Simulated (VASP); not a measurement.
# MgO (P-3m1) in VASP: relaxation of cell and atoms with PBEsol

Aim: the relaxation of cell and atoms of MgO with PBEsol.

Everything below comes from runs of VASP 6.6.1. Logs are shortened: lines on timing, memory, paths and dates and some standing lists are left out, and cuts for length are marked.

### Step 1. The cell of the first run

Symmetry: P-3m1, No. 164, trigonal system. The conventional cell has a = 2.980 Å, b = 2.980 Å, c = 17.032 Å, α = 90.00°, β = 90.00°, γ = 120.00°. Within 2.8 Å of Mg (site symmetry 3m) lie 6 O at 2.11 Å. Within 2.8 Å of Mg (site symmetry 3m) lie 6 O at 2.11 Å. Within 2.8 Å of Mg (site symmetry 3m) lie 6 O at 2.11 Å. Within 2.8 Å of Mg (site symmetry -3m) lie 6 O at 2.11 Å. Within 2.8 Å of O (site symmetry 3m) lie 6 Mg at 2.11 Å and 1 O at 2.43 Å. O (site symmetry 3m) has 6 Mg at 2.11 Å and 2 O at 2.43 Å within 2.8 Å. Within 2.8 Å of O (site symmetry 3m) lie 6 Mg at 2.11 Å and 1 O at 2.43 Å. O (site symmetry -3m) has 6 Mg at 2.11 Å within 2.8 Å.

### Step 2. Relaxation of cell and atoms, PBEsol

Input file INCAR:

```
SYSTEM = MgO
PREC = Accurate
ENCUT = 600
EDIFF = 1E-7
ISMEAR = 0
SIGMA = 0.02
LREAL = .False.
LASPH = .True.
NELM = 60
ALGO = Normal
ISIF = 3
LWAVE = .False.
LCHARG = .False.
GGA = PS
IBRION = 2
NSW = 65
EDIFFG = -0.01
```

Input file KPOINTS:

```
Automatic mesh
0
Gamma
  12 12 2
  0 0 0
```

Input file POSCAR:

```
MgO
1.0
    2.9799354756      0.0000000000      0.0000000000
   -1.4899677378      2.5806998235      0.0000000000
    0.0000000000      0.0000000000     17.0317490926
Mg O
7 7
Direct
    0.0000000000      0.0000000000      0.0000000000
    0.3333333333      0.6666666667      0.1428571429
    0.0000000000      0.0000000000      0.2857142857
    0.3333333333      0.6666666667      0.4285714286
    0.6666666667      0.3333333333      0.5714285714
    0.3333333333      0.6666666667      0.7142857143
    0.6666666667      0.3333333333      0.8571428571
    0.6666666667      0.3333333333      0.0714285714
    0.6666666667      0.3333333333      0.2142857143
    0.6666666667      0.3333333333      0.3571428571
    0.0000000000      0.0000000000      0.5000000000
    0.0000000000      0.0000000000      0.6428571429
    0.0000000000      0.0000000000      0.7857142857
    0.3333333333      0.6666666667      0.9285714286
```

Potentials or basis: VASP PAW PBE potentials, release 64 (Mg, O).

The run is started by

```console
$ cat potpaw_PBE.64/Mg/POTCAR potpaw_PBE.64/O/POTCAR > POTCAR
$ mpirun -np 1 vasp_std > vasp.out
```

OUTCAR:

```text
SYSTEM = MgO
   PREC = Accurate
   ENCUT = 600
   EDIFF = 1E-7
   ISMEAR = 0
   LREAL = .False.
   LASPH = .True.
   NELM = 60
   ISIF = 3
   GGA = PS
   IBRION = 2
   NSW = 65
   EDIFFG = -0.01

 ion  position               nearest neighbor table
   1  0.000  0.000  0.000-   8 2.11  14 2.11  14 2.11   8 2.11   8 2.11  14 2.11   2 2.98   7 2.98
                             2 2.98   7 2.98   2 2.98   7 2.98
   2  0.333  0.667  0.143-   9 2.11   9 2.11   9 2.11   8 2.11   8 2.11   8 2.11   3 2.98   3 2.98
                             3 2.98   1 2.98   1 2.98   1 2.98
   3  0.000  0.000  0.286-  10 2.11   9 2.11  10 2.11   9 2.11  10 2.11   9 2.11   2 2.98   2 2.98
                             2 2.98   4 2.98   4 2.98   4 2.98
   4  0.333  0.667  0.429-  11 2.11  11 2.11  11 2.11  10 2.11  10 2.11  10 2.11   5 2.98   5 2.98
                             5 2.98   3 2.98   3 2.98   3 2.98
   5  0.667  0.333  0.571-  11 2.11  11 2.11  11 2.11  12 2.11  12 2.11  12 2.11   4 2.98   4 2.98
                             4 2.98   6 2.98   6 2.98   6 2.98
   6  0.333  0.667  0.714-  12 2.11  13 2.11  12 2.11  13 2.11  12 2.11  13 2.11   7 2.98   7 2.98
                             7 2.98   5 2.98   5 2.98   5 2.98
   7  0.667  0.333  0.857-  13 2.11  13 2.11  13 2.11  14 2.11  14 2.11  14 2.11   6 2.98   6 2.98
                             6 2.98   1 2.98   1 2.98   1 2.98
   8  0.667  0.333  0.071-   1 2.11   1 2.11   1 2.11   2 2.11   2 2.11   2 2.11
   9  0.667  0.333  0.214-   2 2.11   2 2.11   3 2.11   3 2.11   3 2.11   2 2.11
  10  0.667  0.333  0.357-   3 2.11   3 2.11   3 2.11   4 2.11   4 2.11   4 2.11
  11  0.000  0.000  0.500-   4 2.11   5 2.11   4 2.11   5 2.11   5 2.11   4 2.11
  12  0.000  0.000  0.643-   6 2.11   6 2.11   6 2.11   5 2.11   5 2.11   5 2.11
  13  0.000  0.000  0.786-   7 2.11   6 2.11   7 2.11   6 2.11   7 2.11   6 2.11
  14  0.333  0.667  0.929-   1 2.11   1 2.11   1 2.11   7 2.11   7 2.11   7 2.11

  LATTYP: Found a hexagonal cell.
 ALAT       =     2.9799354756
 C/A-ratio  =     5.7154757987

  Lattice vectors:

 A1 = (   2.9799354756,   0.0000000000,   0.0000000000)
 A2 = (  -1.4899677378,   2.5806998235,   0.0000000000)
 A3 = (   0.0000000000,   0.0000000000,  17.0317490926)

Analysis of symmetry for initial positions (statically):
=====================================================================
 Subroutine PRICEL returns:
 Original cell was already a primitive cell.

 Routine SETGRP: Setting up the symmetry group for a
 hexagonal supercell.

 Subroutine GETGRP returns: Found 12 space group operations
 (whereof  6 operations were pure point group operations)
 out of a pool of 24 trial point group operations.

The static configuration has the point symmetry C_3v.
 The point group associated with its full space group is D_3d.

Analysis of symmetry for dynamics (positions and initial velocities):
=====================================================================
 Subroutine PRICEL returns:
 Original cell was already a primitive cell.

 Routine SETGRP: Setting up the symmetry group for a
 hexagonal supercell.

 Subroutine GETGRP returns: Found 12 space group operations
 (whereof  6 operations were pure point group operations)
 out of a pool of 24 trial point group operations.

The dynamic configuration has the point symmetry C_3v.
 The point group associated with its full space group is D_3d.

 Subroutine INISYM returns: Found 12 space group operations
 (whereof  6 operations are pure point group operations),
 and found     1 'primitive' translations

----------------------------------------------------------------------------------------

                                     Primitive cell

  volume of cell :     130.9796

  direct lattice vectors                    reciprocal lattice vectors
     2.979935476  0.000000000  0.000000000     0.335577736  0.193745896  0.000000000
    -1.489967738  2.580699823  0.000000000     0.000000000  0.387491792  0.000000000
     0.000000000  0.000000000 17.031749093     0.000000000  0.000000000  0.058713876

  length of vectors
     2.979935476  2.979935476 17.031749093     0.387491792  0.387491792  0.058713876

  position of ions in fractional coordinates (direct lattice)
     0.000000000  0.000000000  0.000000000
     0.333333333  0.666666667  0.142857143
     0.000000000  0.000000000  0.285714286
     0.333333333  0.666666667  0.428571429
     0.666666667  0.333333333  0.571428571
     0.333333333  0.666666667  0.714285714
     0.666666667  0.333333333  0.857142857
     0.666666667  0.333333333  0.071428571
     0.666666667  0.333333333  0.214285714
     0.666666667  0.333333333  0.357142857
     0.000000000  0.000000000  0.500000000
     0.000000000  0.000000000  0.642857143
     0.000000000  0.000000000  0.785714286
     0.333333333  0.666666667  0.928571429

  ion indices of the primitive-cell ions
   primitive index   ion index
                 1           1
                 2           2
                 3           3
                 4           4
                 5           5
                 6           6
                 7           7
                 8           8
                 9           9
                10          10
                11          11
                12          12
                13          13
                14          14

----------------------------------------------------------------------------------------

 KPOINTS: Automatic mesh

Automatic generation of k-mesh.
 Grid dimensions read from file:
 generate k-points for:   12   12    2

 Generating k-lattice:

  Cartesian coordinates                     Fractional coordinates (reciprocal lattice)
     0.027964811  0.016145491  0.000000000     0.083333333  0.000000000  0.000000000
     0.000000000  0.032290983  0.000000000     0.000000000  0.083333333  0.000000000
     0.000000000  0.000000000  0.029356938     0.000000000  0.000000000  0.500000000

  Length of vectors
     0.032290983  0.032290983  0.029356938

  Shift w.r.t. Gamma in fractional coordinates (k-lattice)
     0.000000000  0.000000000  0.000000000

 Subroutine IBZKPT returns following result:
 ===========================================

 Found     38 irreducible k-points:

 Following reciprocal coordinates:
            Coordinates               Weight
  0.000000  0.000000  0.000000      1.000000
  0.083333 -0.000000  0.000000      6.000000
  0.166667  0.000000  0.000000      6.000000
  0.250000  0.000000  0.000000      6.000000
  0.333333 -0.000000  0.000000      6.000000
  0.416667 -0.000000  0.000000      6.000000
[... 16 lines left out ...]
  0.250000  0.000000  0.500000      6.000000
  0.333333 -0.000000  0.500000      6.000000
 [... further k-points ...]
   k-points           NKPTS =     38   k-points in BZ     NKDIM =     38   number of bands    NBANDS=     36
   number of dos      NEDOS =    301   number of ions     NIONS =     14
   total plane-waves  NPLWV =  80640
   dimension x,y,z NGX =    24 NGY =   24 NGZ =  140
   dimension x,y,z NGXF=    48 NGYF=   48 NGZF=  280
   ions per type =               7   7
   NGX,Y,Z   is equivalent  to a cutoff of  13.39, 13.39, 13.67 a.u.
   NGXF,Y,Z  is equivalent  to a cutoff of  26.78, 26.78, 27.33 a.u.
 SYSTEM =  MgO
   PREC   = accura    normal or accurate (medium, high low for compatibility)
   ISTART =      0    job   : 0-new  1-cont  2-samecut
   ICHARG =      2    charge: 1-file 2-atom 10-const
   ISPIN  =      1    spin polarized calculation?
   LNONCOLLINEAR =      F non collinear calculations
   LSORBIT =      F    spin-orbit coupling
   LASPH  =      T    aspherical Exc in radial PAW
   ENCUT  =  600.0 eV  44.10 Ry    6.64 a.u.   5.95  5.95 34.02*2*pi/ulx,y,z
   NELM   =     60;   NELMIN=  2; NELMDL= -5     # of ELM steps
   EDIFF  = 0.1E-06   stopping-criterion for ELM
   LREAL  =      F    real-space projection
   EDIFFG = -.1E-01   stopping-criterion for IOM
   NSW    =     65    number of steps for IOM
   IBRION =      2    ionic relax: 0-MD 1-quasi-New 2-CG
   NFREE  =      1    steps in history (QN), initial steepest desc. (CG)
   ISIF   =      3    stress and relaxation
   ISYM   =      2    0-nonsym 1-usesym 2-fastsym
   POTIM  = 0.5000    time-step for ionic-motion
   TEBEG  =    0.0;   TEEND  =   0.0 temperature during run
   PSTRESS=    0.0 pullay stress
   NELECT =      56.0000    total number of electrons
   NUPDOWN=      -1.0000    fix difference up-down
   EMIN   =  10.00;   EMAX   =-10.00  energy-range for DOS
   EFERMI =   0.00;   METHOD = LEGACY
   ISMEAR =     0;   SIGMA  =   0.02  broadening in eV -4-tet -1-fermi 0-gaus
   EFERMI_NEDOS =   21; number of points for ismear=-14 and -15
   IALGO  =     38    algorithm
   IMIX   =      4    mixing-type and parameters
     AMIX     =   0.40;   BMIX     =  1.00
     AMIX_MAG =   1.60;   BMIX_MAG =  1.00
  volume/ion in A,a.u.               =       9.36        63.14
  Fermi-wavevector in a.u.,A,eV,Ry     =   1.233303  2.330604 20.694941  1.521035
  Thomas-Fermi vector in A             =   2.368038
   LORBIT       =      0    0 simple, 1 ext, 2 COOP (PROOUT), +10 PAW based schemes
   GGA     = PS    functional components
   LHFCALC =     F    Hartree Fock is set to
   AEXX    =    0.0000 exact exchange contribution
   IVDW    =     0    specifies the selected vdW correction
   LEPSILON=     F    determine dielectric tensor
   LRPA    =     F    only Hartree local field effects (RPA)
 conjugate gradient relaxation of ions
 non-spin polarized calculation
 Gauss-broadening in eV      SIGMA  =   0.02
  energy-cutoff  :      600.00
  volume of cell :      130.98
 maximum number of plane-waves:      4434
 NGX is ok and might be reduce to    24
   NGX = 11   NGY = 11   NGZ = 69

--------------------------------------- Ionic step        1  -------------------------------------------

 number of electron      55.9999997 magnetization

 Free energy of the ion-electron system (eV)
  ---------------------------------------------------
  ext. energy  EPLUGINS =         0.00000000
  ---------------------------------------------------
  free energy    TOTEN  =       -85.20203453 eV

  energy without entropy =      -85.20203453  energy(sigma->0) =      -85.20203453

------------------------ aborting loop because EDIFF is reached ----------------------------------------

  FORCE on cell =-STRESS in cart. coord.  units (eV):
  Direction    XX          YY          ZZ          XY          YZ          ZX
  --------------------------------------------------------------------------------------
  -------------------------------------------------------------------------------------
  Total       -3.1159420     -3.1159420     14.5331353      0.0000000     -0.0000000      0.0000000
  in kB      -38.1150374    -38.1150374    177.7732028      0.0000000     -0.0000000      0.0000000
  external PRESSURE =      33.8477093 kB  Pullay stress =       0.0000000 kB
[... 125 lines left out ...]
  FREE ENERGIE OF THE ION-ELECTRON SYSTEM (eV)
  ---------------------------------------------------
  free  energy   TOTEN  =       -85.6254266651 eV

  energy  without entropy=      -85.6254266651  energy(sigma->0) =      -85.62542667

[... ionic steps 4 to 10 ...]

--------------------------------------- Ionic step       11  -------------------------------------------

 number of electron      55.9999992 magnetization

------------------------ aborting loop because EDIFF is reached ----------------------------------------
[... 91 lines left out ...]
--------------------------------------- Ionic step       13  -------------------------------------------

 number of electron      55.9999992 magnetization

 Free energy of the ion-electron system (eV)
  ---------------------------------------------------
  ext. energy  EPLUGINS =         0.00000000
  ---------------------------------------------------
  free energy    TOTEN  =       -85.66237793 eV

  energy without entropy =      -85.66237793  energy(sigma->0) =      -85.66237793

 E-fermi :   3.3765     XC(G=0): -11.2218

 val. band max:        3.2696751740   @ k =   0.0833   0.0833   0.0000
 cond. band min:       6.9394930511   @ k =   0.0000   0.0000   0.0000
 fundamental gap:      3.6698178771
 Fermi energy:         3.3764786763

 k-point     1 :       0.0000    0.0000    0.0000
  band No.  band energies     occupation
      1     -14.1290      2.00000
      2     -13.9282      2.00000
      3     -13.9069      2.00000
      4     -13.3971      2.00000
      5     -13.3908      2.00000
      6     -12.9153      2.00000
[... 925 lines left out ...]
     35      13.0803      0.00000
     36      13.3743      0.00000

 [... further k-points ...]

------------------------ aborting loop because EDIFF is reached ----------------------------------------

  FORCE on cell =-STRESS in cart. coord.  units (eV):
  Direction    XX          YY          ZZ          XY          YZ          ZX
  --------------------------------------------------------------------------------------
  -------------------------------------------------------------------------------------
  Total        0.0113916      0.0113916      0.0038418     -0.0000000      0.0000000      0.0000000
  in kB        0.1373346      0.1373346      0.0463164     -0.0000000      0.0000000      0.0000000
  external PRESSURE =       0.1069952 kB  Pullay stress =       0.0000000 kB
[... 29 lines left out ...]
  FREE ENERGIE OF THE ION-ELECTRON SYSTEM (eV)
  ---------------------------------------------------
  free  energy   TOTEN  =       -85.6623779334 eV

  energy  without entropy=      -85.6623779334  energy(sigma->0) =      -85.66237793

 reached required accuracy - stopping structural energy minimisation
```

Wall time 22 min (1 thread of AMD EPYC 9R45 (Zen 5), shared host); peak memory 0.36 GiB.

Results:

* Free energy: -85.6624 eV
* Relaxed volume: 9.49 Å³/atom
* Relaxed cell: a = 2.948 Å, b = 2.948 Å, c = 17.658 Å, α = 90.00°, β = 90.00°, γ = 120.00°
* Space group after relaxing (to 0.1 Å): P-3m1 (No. 164)
* Energy gained by relaxing: 32.9 meV/atom
* Ionic steps: 13
* Pressure after relaxing: 0.0 GPa
* Largest force after relaxing: 0.006 eV/Å
* Band gap on the k mesh: 3.67 eV (least direct gap 3.70 eV)

Forces in eV/Å, atoms in the order of the input:
```
Mg   0.000  0.000 -0.004
Mg   0.000  0.000  0.003
Mg   0.000  0.000  0.001
Mg   0.000  0.000  0.000
Mg   0.000  0.000 -0.001
Mg   0.000  0.000 -0.003
Mg   0.000  0.000  0.004
O    0.000  0.000  0.004
O    0.000  0.000 -0.001
O    0.000  0.000 -0.006
O    0.000  0.000  0.006
O    0.000  0.000  0.001
O    0.000  0.000 -0.004
O    0.000  0.000  0.000
```

Step by step:
| step | energy change (eV) | largest force (eV/Å) | pressure (GPa) | volume (Å³) |
| --- | --- | --- | --- | --- |
| 1 | 0.0000 | 1.1568 | 3.38 | 130.98 |
| 2 | -0.4025 | 0.4015 | -2.00 | 134.60 |
| 3 | -0.4234 | 0.3649 | -1.15 | 133.94 |
| 4 | -0.4481 | 0.2336 | 0.06 | 132.83 |
| 5 | -0.4483 | 0.2490 | 0.18 | 132.72 |
| 6 | -0.4548 | 0.0936 | 0.23 | 132.70 |
| 7 | -0.4561 | 0.0712 | 0.28 | 132.68 |
| 8 | -0.4578 | 0.0565 | -0.13 | 133.03 |
| 9 | -0.4580 | 0.0637 | -0.33 | 133.20 |
| 10 | -0.4593 | 0.0435 | -0.21 | 133.09 |
| 11 | -0.4603 | 0.0303 | 0.01 | 132.90 |
| 12 | -0.4603 | 0.0136 | 0.01 | 132.90 |
| 13 | -0.4603 | 0.0065 | 0.01 | 132.90 |

Final structure:
```xyz
14
Lattice="2.9480 0.0000 0.0000 -1.4740 2.5530 0.0000 0.0000 0.0000 17.6580" Properties=species:S:1:pos:R:3 pbc="T T T"
Mg    0.0000    0.0000   17.6155
Mg    0.0000    1.7020    2.4693
Mg    0.0000    0.0000    5.0561
Mg    0.0000    1.7020    7.5677
Mg    1.4740    0.8510   10.0794
Mg    0.0000    1.7020   12.6662
Mg    1.4740    0.8510   15.1780
O     1.4740    0.8510    1.1726
O     1.4740    0.8510    3.7628
O     1.4740    0.8510    6.3527
O     0.0000    0.0000    8.7827
O     0.0000    0.0000   11.3727
O    -1.4740    2.5530   13.9628
O     0.0000    1.7020   16.3967
```

Levels at points of the mesh, in eV from the valence-band top:
| k point | band 26 | band 27 | band 28 | band 29 | band 30 | band 31 |
| --- | --- | --- | --- | --- | --- | --- |
| (0.00, 0.00, 0.00) | -0.06 | -0.06 | -0.03 | 3.67 | 4.40 | 5.22 |
| (0.50, 0.00, 0.00) | -0.80 | -0.28 | -0.28 | 5.81 | 5.83 | 7.58 |
| (0.00, 0.00, 0.50) | -0.10 | -0.08 | -0.08 | 3.88 | 4.07 | 5.70 |
| (0.50, 0.00, 0.50) | -0.78 | -0.46 | -0.15 | 5.73 | 5.93 | 7.42 |

Caveat: the PAW data sets were made with another functional, which shifts forces and pressure a little. A k mesh can miss the band edges.
